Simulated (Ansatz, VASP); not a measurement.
# Ti3Al5: VASP beside Ansatz

The input POSCAR:

```
Ti3Al5
1.0
    3.9010137800      0.0000000000      0.0000000000
    0.0000000000      4.0139389400      0.0000000000
    0.0000000000      0.0000000000      8.0832905000
Ti Al
3 5
Direct
    0.0000000000      0.5000000000      0.2650652300
    0.0000000000      0.5000000000      0.7349347700
    0.5000000000      0.5000000000      0.0000000000
    0.0000000000      0.0000000000      0.0000000000
    0.0000000000      0.0000000000      0.5000000000
    0.5000000000      0.5000000000      0.5000000000
    0.5000000000      0.0000000000      0.2422336800
    0.5000000000      0.0000000000      0.7577663200
```

INCAR.step1

```
ALGO = Normal
EDIFF = 1E-4
ENCUT = 520
GGA = PE
ISMEAR = 0
LASPH = T
LCHARG = F
LREAL = F
LWAVE = T
NBANDS = 36
NELM = 100
PREC = Accurate
SIGMA = 0.1
```

The input INCAR.step2:

```
ALGO = Normal
EDIFF = 1E-7
ENCUT = 520
ISIF = 2
ISMEAR = 0
ISTART = 1
LASPH = T
LCHARG = F
LMIXTAU = T
LREAL = F
LWAVE = F
METAGGA = R2SCAN
NBANDS = 36
NELM = 100
PREC = Accurate
SIGMA = 0.1
```

The input KPOINTS:

```
k-points
0
Gamma
  6 4 2
```

Input for Ansatz:

```yaml
crystal:
  lattice:
    - [3.90101378, 0.0, 0.0]
    - [0.0, 4.01393894, 0.0]
    - [0.0, 0.0, 8.0832905]
  atoms:
    - { symbol: Ti, position: [0.0, 0.5, 0.26506523] }
    - { symbol: Ti, position: [0.0, 0.5, 0.73493477] }
    - { symbol: Ti, position: [0.5, 0.5, 0.0] }
    - { symbol: Al, position: [0.0, 0.0, 0.0] }
    - { symbol: Al, position: [0.0, 0.0, 0.5] }
    - { symbol: Al, position: [0.5, 0.5, 0.5] }
    - { symbol: Al, position: [0.5, 0.0, 0.24223368] }
    - { symbol: Al, position: [0.5, 0.0, 0.75776632] }
basis:
  ecutwfc: 500
kpoints:
  mp_grid: { grid: [6, 4, 2] }
hamiltonian:
  xc: r2scan
scf:
  occupations: { method: gaussian, width: 0.1 }
  lower_state_search: "off"
output:
  forces: true
  stress: true
  eigenvalues: true
```

Alike in both runs: task single point; functional r2SCAN; k mesh 6 × 4 × 2; occupations gaussian, width 0.1 eV; no spin polarisation.

|  | VASP | Ansatz |
| --- | --- | --- |
| version | VASP 6.6.1 | Ansatz 0.2.0 |
| potentials or method | VASP PAW PBE potentials, release 64 (Ti_sv, Al), cutoff 520 eV | scalar-relativistic, plane waves, PAW |
| valence electrons in the cell | 51 | 51 |

```tsv
	VASP	Ansatz	Ansatz less VASP
gap on the k mesh at the Fermi level (eV)	none	none	-
pressure (GPa)	0.2	0.2	-0.01
traceless stress, the component that is largest in VASP (GPa)	-0.31	-0.30	+0.011
rms of the force components (eV/Å)	0.007	0.005	-0.0021
```

VASP's potentials were made for PBE, not for r2SCAN. Atom by atom the forces differ by 0.003 eV/Å (rms over components). A gap of «none» marks a metal or a gap that the smearing closes.

The k mesh is coarse, so the values compare programs but aren't converged.
